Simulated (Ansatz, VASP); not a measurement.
# Two plane-wave programs on Sn2TeAs2

```xyz
5
Lattice="4.1549 0.0000 0.0000 0.0000 4.1549 0.0000 0.0000 0.0000 7.9357" Properties=species:S:1:pos:R:3 pbc="T T T"
Sn    2.0775    0.0000    6.9092
Sn    0.0000    2.0775    6.9092
Te    2.0775    2.0775    1.5852
As    2.0775    0.0000    4.0140
As    0.0000    2.0775    4.0140
```

Alike in both runs: functional PBE; k mesh 4 × 4 × 4; occupations gaussian, width 0.1 eV; no spin polarisation.

Ansatz relaxed the structure, and its values are those at the end. VASP's run is a single point on that final structure, the one shown.

|  | VASP | Ansatz |
| --- | --- | --- |
| version | VASP 6.6.1 | Ansatz 0.2.0 |
| potentials or method | VASP PAW PBE potentials, release 64 (Sn_d, Te, As), cutoff 520 eV | scalar-relativistic, plane waves, PAW |
| valence electrons in the cell | 44 | 74 |

|  | VASP | Ansatz | Ansatz less VASP |
| --- | --- | --- | --- |
| gap on the k mesh at the Fermi level (eV) | none | none | - |
| pressure (GPa) | -0.1 | -0.1 | +0.02 |
| rms of the force components (eV/Å) | 0.002 | 0.005 | +0.0024 |

A gap of «none» marks a metal or a gap that the smearing closes. With one functional, cell and mesh, what is left measures potentials, basis and numerics. VASP's potentials hold 44 valence electrons a cell and Ansatz's 74, so a difference there can come from the potentials and not from the codes.

The k mesh is coarse, so the values compare programs but aren't converged. Neither program's run includes spin-orbit coupling.
